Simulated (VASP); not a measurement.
# SiNi (CsCl type) (Pm-3m) in VASP: further runs, part 2 of 2

VASP 6.6.1.

## Step 4: Single point, PBE (volume scaled by 0.64)

The input, INCAR:

```
SYSTEM = SiNi
ALGO     = Normal         ! electronic algorithm
EDIFF    = 1E-6           ! SCF threshold, eV
ENCUT    = 520            ! plane-wave cutoff, eV
GGA      = PE             ! functional
ISIF     = 2              ! what is computed and relaxed
ISMEAR   = -1             ! smearing method
LASPH    = .TRUE.         ! aspherical terms in the spheres
LCHARG   = .FALSE.        ! write CHGCAR
LREAL    = .FALSE.        ! projectors in reciprocal space
LWAVE    = .FALSE.        ! write WAVECAR
NBANDS   = 14             ! bands
NELM     = 60             ! most SCF steps
PREC     = Accurate       ! precision mode
SIGMA    = 0.1            ! smearing width, eV
```

The input, KPOINTS:

```
k-points
0
G
  15 15 15
  0 0 0
```

The input, POSCAR:

```
SiNi
1.0
    2.4463412298      0.0000000000      0.0000000000
    0.0000000000      2.4463412298      0.0000000000
    0.0000000000      0.0000000000      2.4463412298
Ni Si
1 1
Direct
    0.0000000000      0.0000000000      0.0000000000
    0.5000000000      0.5000000000      0.5000000000
```

Potentials or basis: VASP PAW PBE potentials, release 64 (Ni, Si).

Launch:

```bash
> cat potpaw_PBE.64/Ni/POTCAR potpaw_PBE.64/Si/POTCAR > POTCAR
> mpirun -np 1 vasp_std > vasp.out
```

OUTCAR:

```text
SYSTEM = SiNi
   EDIFF = 1E-6
   ENCUT = 520
   GGA = PE
   ISIF = 2
   ISMEAR = -1
   LASPH = .TRUE.
   LREAL = .FALSE.
   NELM = 60
   PREC = Accurate

 ion  position               nearest neighbor table
   1  0.000  0.000  0.000-   2 2.12   2 2.12   2 2.12   2 2.12   2 2.12   2 2.12   2 2.12   2 2.12

   2  0.500  0.500  0.500-   1 2.12   1 2.12   1 2.12   1 2.12   1 2.12   1 2.12   1 2.12   1 2.12

  LATTYP: Found a simple cubic cell.
 ALAT       =     2.4463412298

  Lattice vectors:

 A1 = (   2.4463412298,   0.0000000000,   0.0000000000)
 A2 = (   0.0000000000,   2.4463412298,   0.0000000000)
 A3 = (   0.0000000000,   0.0000000000,   2.4463412298)

Analysis of symmetry for initial positions (statically):
=====================================================================
 Subroutine PRICEL returns:
 Original cell was already a primitive cell.

 Routine SETGRP: Setting up the symmetry group for a
 simple cubic supercell.

 Subroutine GETGRP returns: Found 48 space group operations
 (whereof 48 operations were pure point group operations)
 out of a pool of 48 trial point group operations.

[... 175 lines left out ...]
      6      16.4314      2.00000
      7      24.0377      0.00000
      8      24.0377      0.00000
      9      24.0377      0.00000
     10      27.8656      0.00000
     11      27.8656      0.00000
     12      39.4823      0.00000
     13      43.7888      0.00000
     14      43.7888      0.00000
[... 377 lines left out ...]
      1       5.0883      2.00000
      2      11.1166      2.00000
      3      13.2453      2.00000
      4      14.6340      2.00000
      5      15.2169      2.00000
      6      16.0133      2.00000
      7      18.7531      2.00000
      8      23.0578      0.00000
      9      27.9157      0.00000
     10      28.8475      0.00000
     11      32.6509      0.00000
     12      35.7334      0.00000
     13      37.9224      0.00000
     14      39.9391      0.00000

 [... further k-points ...]

------------------------ aborting loop because EDIFF is reached ----------------------------------------

  FORCE on cell =-STRESS in cart. coord.  units (eV):
  Direction    XX          YY          ZZ          XY          YZ          ZX
  --------------------------------------------------------------------------------------
  -------------------------------------------------------------------------------------
  Total       19.9175289     19.9175289     19.9175289     -0.0000000     -0.0000000     -0.0000000
  in kB     2179.6910095   2179.6910095   2179.6910095     -0.0000000     -0.0000000     -0.0000000
  external PRESSURE =    2179.6910095 kB  Pullay stress =       0.0000000 kB

 VOLUME and BASIS-vectors are now :
 -----------------------------------------------------------------------------
  energy-cutoff  :      520.00
  volume of cell :       14.64
      direct lattice vectors                 reciprocal lattice vectors
     2.446341230  0.000000000  0.000000000     0.408773718  0.000000000  0.000000000
     0.000000000  2.446341230  0.000000000     0.000000000  0.408773718  0.000000000
     0.000000000  0.000000000  2.446341230     0.000000000  0.000000000  0.408773718

 POSITION                                       TOTAL-FORCE (eV/Angst)
 -----------------------------------------------------------------------------------
      0.00000      0.00000      0.00000         0.000000      0.000000      0.000000
      1.22317      1.22317      1.22317         0.000000      0.000000      0.000000
 -----------------------------------------------------------------------------------
    total drift:                                0.000000     -0.000000      0.000000

  FREE ENERGIE OF THE ION-ELECTRON SYSTEM (eV)
  ---------------------------------------------------
  free  energy   TOTEN  =        -7.7750031356 eV

  energy  without entropy=       -7.7665728001  energy(sigma->0) =       -7.77078797
```

Run time: 9.1 s. Hardware: 1 thread of Intel Xeon 6975P-C (Granite Rapids), shared host; peak memory 0.13 GiB.

What came out:

```yaml
Free_energy: -7.7750 eV
Pressure: 218.0 GPa
Band_gap_on_the_k_mesh: zero (band 7 reaches 24.04 eV, above the bottom of band 8 at 20.11 eV)
```

 Spin polarisation is off, so any magnetic state and its effect on volume and gap are missing.

## Step 5: Single point, PBE (volume scaled by 0.64)

The input, INCAR:

```
ALGO     = Normal         # electronic algorithm
EDIFF    = 1E-6           # SCF threshold, eV
ENCUT    = 520            # plane-wave cutoff, eV
GGA      = PE             # functional
ISIF     = 2              # what is computed and relaxed
ISMEAR   = -1             # smearing method
LASPH    = T              # aspherical terms in the spheres
LCHARG   = T              # write CHGCAR
LELF     = T              # ELF
LREAL    = F              # projectors in reciprocal space
LVHAR    = T            
LWAVE    = F              # write WAVECAR
NBANDS   = 14             # bands
NELM     = 80             # most SCF steps
PREC     = Accurate       # precision mode
SIGMA    = 0.1            # smearing width, eV
```

The input, KPOINTS:

```
k-points
0
Gamma
  15 15 15
```

POSCAR is that of step 4.

Potentials or basis: VASP PAW PBE potentials, release 64 (Ni, Si).

Launch:

```bash
> cat potpaw_PBE.64/Ni/POTCAR potpaw_PBE.64/Si/POTCAR > POTCAR
> mpirun -np 1 vasp_std > vasp.out
```

OUTCAR:

```text
EDIFF = 1E-6
   ENCUT = 520
   GGA = PE
   ISIF = 2
   ISMEAR = -1
   LASPH = T
   LREAL = F
   NELM = 80
   PREC = Accurate

 ion  position               nearest neighbor table
   1  0.000  0.000  0.000-   2 2.12   2 2.12   2 2.12   2 2.12   2 2.12   2 2.12   2 2.12   2 2.12

   2  0.500  0.500  0.500-   1 2.12   1 2.12   1 2.12   1 2.12   1 2.12   1 2.12   1 2.12   1 2.12

  LATTYP: Found a simple cubic cell.
 ALAT       =     2.4463412298

  Lattice vectors:

 A1 = (   2.4463412298,   0.0000000000,   0.0000000000)
 A2 = (   0.0000000000,   2.4463412298,   0.0000000000)
 A3 = (   0.0000000000,   0.0000000000,   2.4463412298)

Analysis of symmetry for initial positions (statically):
=====================================================================
 Subroutine PRICEL returns:
 Original cell was already a primitive cell.

 Routine SETGRP: Setting up the symmetry group for a
 simple cubic supercell.

 Subroutine GETGRP returns: Found 48 space group operations
 (whereof 48 operations were pure point group operations)
 out of a pool of 48 trial point group operations.

The static configuration has the point symmetry O_h .

Analysis of symmetry for dynamics (positions and initial velocities):
=====================================================================
 Subroutine PRICEL returns:
 Original cell was already a primitive cell.

 Routine SETGRP: Setting up the symmetry group for a
 simple cubic supercell.

 Subroutine GETGRP returns: Found 48 space group operations
 (whereof 48 operations were pure point group operations)
 out of a pool of 48 trial point group operations.

The dynamic configuration has the point symmetry O_h .

 Subroutine INISYM returns: Found 48 space group operations
 (whereof 48 operations are pure point group operations),
 and found     1 'primitive' translations

[... 119 lines left out ...]
   GGA     = PE    functional components
   LHFCALC =     F    Hartree Fock is set to
   AEXX    =    0.0000 exact exchange contribution
   IVDW    =     0    specifies the selected vdW correction
   LEPSILON=     F    determine dielectric tensor
   LRPA    =     F    only Hartree local field effects (RPA)
 non-spin polarized calculation
  energy-cutoff  :      520.00
  volume of cell :       14.64
 maximum number of plane-waves:       413
   NGX =  9   NGY =  9   NGZ =  9

 number of electron      14.0000021 magnetization

 Free energy of the ion-electron system (eV)
  ---------------------------------------------------
  ext. energy  EPLUGINS =         0.00000000
  ---------------------------------------------------
  free energy    TOTEN  =        -7.77500314 eV

  energy without entropy =       -7.76657280  energy(sigma->0) =       -7.77078797

 E-fermi :  21.3954     XC(G=0): -14.9815

 val. band max:       21.3381526791   @ k =   0.4667   0.4000   0.4000
 cond. band min:      21.4230106466   @ k =   0.4667   0.4667   0.4667
 fundamental gap:      0.0848579675
 Fermi energy:        21.3953997579

 k-point     1 :       0.0000    0.0000    0.0000
  band No.  band energies     occupation
      1       1.4833      2.00000
      2      12.6381      2.00000
      3      12.6381      2.00000
      4      16.4314      2.00000
      5      16.4314      2.00000
      6      16.4314      2.00000
      7      24.0377      0.00000
      8      24.0377      0.00000
      9      24.0377      0.00000
     10      27.8656      0.00000
     11      27.8656      0.00000
     12      39.4823      0.00000
     13      43.7888      0.00000
     14      43.7888      0.00000
[... 377 lines left out ...]
      1       5.0883      2.00000
      2      11.1166      2.00000
      3      13.2453      2.00000
      4      14.6340      2.00000
      5      15.2169      2.00000
      6      16.0133      2.00000
      7      18.7531      2.00000
      8      23.0578      0.00000
      9      27.9157      0.00000
     10      28.8475      0.00000
     11      32.6509      0.00000
     12      35.7334      0.00000
     13      37.9224      0.00000
     14      39.9391      0.00000

 [... further k-points ...]

------------------------ aborting loop because EDIFF is reached ----------------------------------------

  FORCE on cell =-STRESS in cart. coord.  units (eV):
  Direction    XX          YY          ZZ          XY          YZ          ZX
  --------------------------------------------------------------------------------------
  -------------------------------------------------------------------------------------
  Total       19.9175289     19.9175289     19.9175289     -0.0000000     -0.0000000     -0.0000000
  in kB     2179.6910095   2179.6910095   2179.6910095     -0.0000000     -0.0000000     -0.0000000
  external PRESSURE =    2179.6910095 kB  Pullay stress =       0.0000000 kB

 VOLUME and BASIS-vectors are now :
 -----------------------------------------------------------------------------
  energy-cutoff  :      520.00
  volume of cell :       14.64
      direct lattice vectors                 reciprocal lattice vectors
     2.446341230  0.000000000  0.000000000     0.408773718  0.000000000  0.000000000
     0.000000000  2.446341230  0.000000000     0.000000000  0.408773718  0.000000000
     0.000000000  0.000000000  2.446341230     0.000000000  0.000000000  0.408773718

 POSITION                                       TOTAL-FORCE (eV/Angst)
 -----------------------------------------------------------------------------------
      0.00000      0.00000      0.00000         0.000000      0.000000      0.000000
      1.22317      1.22317      1.22317         0.000000      0.000000      0.000000
 -----------------------------------------------------------------------------------
    total drift:                                0.000000     -0.000000      0.000000

  FREE ENERGIE OF THE ION-ELECTRON SYSTEM (eV)
  ---------------------------------------------------
  free  energy   TOTEN  =        -7.7750031356 eV

  energy  without entropy=       -7.7665728001  energy(sigma->0) =       -7.77078797
```

OSZICAR:

```text
N       E                     dE             d eps       ncg     rms          rms(c)
DAV:   1     0.541680669442E+02    0.54168E+02   -0.62756E+03  3550   0.128E+03
DAV:   2    -0.739134394639E+01   -0.61559E+02   -0.55164E+02  3708   0.223E+02
DAV:   3    -0.943606016509E+01   -0.20447E+01   -0.20263E+01  4032   0.423E+01
DAV:   4    -0.945483278322E+01   -0.18773E-01   -0.18767E-01  4032   0.384E+00
DAV:   5    -0.945518631399E+01   -0.35353E-03   -0.35353E-03  4100   0.530E-01    0.255E+01
DAV:   6    -0.889338401280E+01    0.56180E+00   -0.15219E+01  4008   0.821E+01    0.115E+01
DAV:   7    -0.789054982888E+01    0.10028E+01   -0.53261E+00  4068   0.499E+01    0.813E+00
DAV:   8    -0.778106972771E+01    0.10948E+00   -0.12431E-01  4270   0.541E+00    0.124E+00
DAV:   9    -0.777503967041E+01    0.60301E-02   -0.16443E-02  4978   0.237E+00    0.386E-01
DAV:  10    -0.777501735410E+01    0.22316E-04   -0.12106E-03  4950   0.425E-01    0.657E-02
DAV:  11    -0.777500627587E+01    0.11078E-04   -0.31415E-05  4228   0.732E-02    0.335E-02
DAV:  12    -0.777500365551E+01    0.26204E-05   -0.68832E-06  4272   0.348E-02    0.247E-02
DAV:  13    -0.777500313558E+01    0.51993E-06   -0.67807E-07  2490   0.699E-03
   1 F= -.77750031E+01 E0= -.77707880E+01  d E =-.843034E-02
```

stdout:

```text
POSCAR found type information on POSCAR NiSi
 POSCAR found :  2 types and       2 ions
 scaLAPACK will be used
 LDA part: xc-table for (Slater+PW92), standard interpolation
 POSCAR, INCAR and KPOINTS ok, starting setup
 FFT: planning ... GRIDC
 FFT: planning ... GRID_SOFT
 FFT: planning ... GRID
 WAVECAR not read
 entering main loop
```

Wall time 8.8 s (1 thread of Intel Xeon 6975P-C (Granite Rapids), shared host); peak memory 0.13 GiB.

What came out:

| Property | Result |
| --- | --- |
| Free energy | -7.7750 eV |
| Pressure | 218.0 GPa |
| Band gap on the k mesh | zero (band 7 reaches 24.04 eV, above the bottom of band 8 at 20.11 eV) |

Levels at points of the mesh, in eV from the Fermi level:
```
           k point  band 5  band 6  band 7  band 8  band 9  band 10
(0.00, 0.00, 0.00)   -4.96   -4.96    2.64    2.64    2.64     6.47
```
